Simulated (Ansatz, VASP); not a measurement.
## MnO: VASP beside Ansatz

```
CELL_PARAMETERS angstrom
2.67239 0.00000 0.00000
0.00000 2.67239 0.00000
0.00000 0.00000 2.67239
ATOMIC_POSITIONS crystal
Mn 0.00000 0.00000 0.00000
O 0.50000 0.50000 0.50000
```

Alike in both runs: task single point; functional PBE; k mesh 10 × 10 × 10; occupations fermi-dirac, width 0.05 eV; collinear spin.

|  | VASP | Ansatz |
| --- | --- | --- |
| version | VASP 6.6.1 | Ansatz 0.2.0 |
| potentials or method | VASP PAW PBE potentials, release 64 (Mn_pv, O) | Ansatz PAW |
| plane-wave cutoff (eV) | 520 | 420 |
| valence electrons in the cell | 19 | 21 |

```csv
,VASP,Ansatz,Ansatz less VASP
gap on the k mesh at the Fermi level (eV),none,none,-
pressure (GPa),5.9,5.6,-0.33
net moment per atom (μB),2.10,2.09,-0.003
size of the moment on the site where the two differ most (μB),3.90,3.69,-0.201
```

Site moments also hang on the region over which each program counts them. A gap of «none» marks a metal or a gap that the smearing closes. VASP's potentials hold 19 valence electrons a cell and Ansatz's 21, so a difference there can come from the potentials and not from the codes.
